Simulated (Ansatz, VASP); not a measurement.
**Mo5W in VASP and in Ansatz**

File INCAR:

```
SYSTEM = Mo5W
  PREC = Accurate
  ENCUT = 520
  EDIFF = 1E-6
  ISMEAR = 0
  SIGMA = 0.1
  LREAL = .False.
  LASPH = .True.
  NELM = 150
  ALGO = Normal
  ISIF = 2
  LWAVE = .False.
  LCHARG = .True.
  ISPIN = 2
  MAGMOM = 1 1 1 1 1 0
  LORBIT = 11
  LMAXMIX = 4
  GGA = PE
  LELF = .True.
  LVHAR = .True.
  NBANDS = 55
```

KPOINTS

```
regular mesh
0
Gamma
  6 6 2
  0 0 0
```

POSCAR

```
Mo5W
1.0
    3.1641359000      0.0000000000      0.0000000000
    0.0000000000      3.1641359000      0.0000000000
    0.0000000000      0.0000000000      9.4951626000
Mo W
5 1
Direct
    0.0000000000      0.0000000000      0.6660800000
    0.5000000000      0.5000000000      0.8328750000
    0.5000000000      0.5000000000      0.1671250000
    0.0000000000      0.0000000000      0.3339200000
    0.5000000000      0.5000000000      0.5000000000
    0.0000000000      0.0000000000      0.0000000000
```

Input for Ansatz:

```yaml
crystal:
  lattice:
    - [3.1641359, 0.0, 0.0]
    - [0.0, 3.1641359, 0.0]
    - [0.0, 0.0, 9.4951626]
  atoms:
    - { symbol: Mo, position: [0.0, 0.0, 0.66608], spin: 1.0 }
    - { symbol: Mo, position: [0.5, 0.5, 0.832875], spin: 1.0 }
    - { symbol: Mo, position: [0.5, 0.5, 0.167125], spin: 1.0 }
    - { symbol: Mo, position: [0.0, 0.0, 0.33392], spin: 1.0 }
    - { symbol: Mo, position: [0.5, 0.5, 0.5], spin: 1.0 }
    - { symbol: W, position: [0.0, 0.0, 0.0] }
basis:
  ecutwfc: 420
kpoints:
  mp_grid: { grid: [6, 6, 2] }
hamiltonian:
  xc: pbe
scf:
  occupations: { method: gaussian, width: 0.1 }
  lower_state_search: "off"
output:
  forces: true
  stress: true
  eigenvalues: true
  populations: true
magnetization:
  spin_polarized: true
```

Alike in both runs: task single point; functional PBE; k mesh 6 × 6 × 2; occupations gaussian, width 0.1 eV; collinear spin.

```csv
,VASP,Ansatz
version,VASP 6.6.1,Ansatz 0.2.0
potentials or method,"VASP PAW PBE potentials, release 64 (Mo_sv, W_sv), cutoff 520 eV","scalar-relativistic, plane waves, PAW"
valence electrons in the cell,84,84
```

```csv
,VASP,Ansatz,Ansatz less VASP
gap on the k mesh at the Fermi level (eV),none,none,-
pressure (GPa),0.4,-0.1,-0.50
"traceless stress, the component that is largest in VASP (GPa)",-0.05,-0.05,+0.001
rms of the force components (eV/Å),0.008,0.008,+0.0009
net moment per atom (μB),0.00,0.00,0.000
```

Atom by atom the forces differ by 0.002 eV/Å (rms over components). A gap of «none» marks a metal or a gap that the smearing closes. Ansatz's warnings: seeded moment not kept.

Neither program's run includes spin-orbit coupling.
